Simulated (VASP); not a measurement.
Here is a VASP 6.6.1 calculation.

Contents of INCAR:

```
SYSTEM = BN
ALGO = Normal
EDIFF = 1E-7
ENCUT = 520
GGA = PE
ISIF = 2
ISMEAR = 0
LASPH = .TRUE.
LCHARG = .FALSE.
LREAL = .FALSE.
LWAVE = .FALSE.
NBANDS = 11
NELM = 100
PREC = Accurate
SIGMA = 0.01
```

The input KPOINTS:

```
k-points
0
G
  6 6 6
  0 0 0
```

POSCAR

```
BN
1.0
    0.0000000000      1.7326324464      1.8351386583
    1.7326324464      0.0000000000      1.8351386583
    1.7326324464      1.7326324464      0.0000000000
B N
1 1
Direct
    0.0000000000      0.0000000000      0.0000000000
    0.2500000000      0.2500000000      0.2500000000
```

Potentials or basis: VASP PAW PBE potentials, release 64 (B, N).

Run with:

```bash
$ cat potpaw_PBE.64/B/POTCAR potpaw_PBE.64/N/POTCAR > POTCAR
$ mpirun -np 1 vasp_std > vasp.out
```

**Question.** What does it give for the pressure?

**Answer.** 33.6 GPa.

**Question.** Predict the band gap on the k mesh.

**Answer.** 3.97 eV, indirect (least direct gap 8.82 eV).

Stress tensor (GPa, compression positive):
```
47.24  0.00  0.00
 0.00 47.24  0.00
 0.00  0.00  6.42
```

Caveat: the k points lie up to 0.51 Å⁻¹ apart; the cell differs from its parent crystal (epitaxial xy strain -4.0%). A k mesh can miss the band edges.
